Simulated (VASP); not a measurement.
A run of VASP 6.6.1 is set up as follows.

INCAR

```
SYSTEM = TaC
PREC = Accurate ; ENCUT = 600
EDIFF = 1E-6 ; ISMEAR = 1
SIGMA = 0.1 ; LREAL = .FALSE.
LASPH = .TRUE. ; NELM = 120
ALGO = Normal ; ISIF = 2
LWAVE = .FALSE. ; LCHARG = .TRUE.
GGA = PE ; LELF = .TRUE.
LVHAR = .TRUE. ; NBANDS = 14
GGA_COMPAT = .FALSE.
```

The input KPOINTS:

```
Automatic mesh
0
G
  11 11 11
  0 0 0
```

File POSCAR:

```
TaC
1.0
    0.0000000000      2.2947586967      2.2947586967
    2.2947586967      0.0000000000      2.2947586967
    2.2947586967      2.2947586967      0.0000000000
Ta C
1 1
Direct
    0.0000000000      0.0000000000      0.0000000000
    0.5000000000      0.5000000000      0.5000000000
```

Potentials or basis: VASP PAW PBE potentials, release 64 (Ta_pv, C).

Launch:

```console
$ cat potpaw_PBE.64/Ta_pv/POTCAR potpaw_PBE.64/C/POTCAR > POTCAR
$ mpirun -np 1 vasp_std > vasp.out
```

Question: Predict the band gap on the k mesh.

Answer: Zero (an odd number of electrons rules out a gap without spin polarisation).

Question: What does it give for the pressure?

Answer: -20.5 GPa.

Caveat: the cell stands under tension; spin-orbit coupling is left out, which moves the levels of the heavy elements.
